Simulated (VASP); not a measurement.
Runs of VASP 6.6.1 on Ni. The structure is that of space group P6_3/mmc (No. 194), or close to it. The cells are those of the table. This isn't the form of Ni at room conditions, which is fcc.

```tsv
task	spin	cell	k mesh	cutoff (eV)	smearing	gap on the mesh (eV)	pressure (GPa)	moment (μB)
relaxation of cell and atoms	collinear, ferromagnetic start	relaxed from a = 2.492, b = 2.492, c = 4.069 Å, angles 90.0, 90.0, 120.0°, 2 atoms	14 × 14 × 8	600	fermi-dirac 0.05 eV	none	0.1	(b)
single point	collinear, ferromagnetic start	a = 2.592, b = 2.592, c = 4.264 Å, angles 90.0, 90.0, 120.0°, 2 atoms	16 × 16 × 9	520	fermi-dirac 0.05 eV	none	-10.5	(a)
single point	off	a = 2.523, b = 2.523, c = 4.156 Å, angles 90.0, 90.0, 120.0°, 2 atoms	23 × 23 × 13	520	fermi-dirac 0.1 eV	none	0.2	-
single point	collinear, ferromagnetic start	a = 2.623, b = 2.623, c = 4.316 Å, angles 90.0, 90.0, 120.0°, 2 atoms	16 × 16 × 9	520	fermi-dirac 0.05 eV	none	-14.0	1.31
```

Alike in all rows: level BLYP; potentials or basis VASP PAW PBE potentials, release 64 (Ni).

Estimate the missing entries.

(a) 1.26; (b) 1.18.

Caveats: the PAW data sets were made with another functional, which shifts forces and pressure a little; the cell stands under tension (at least some runs).

A gap of «none» marks levels without a gap at the run's occupations.
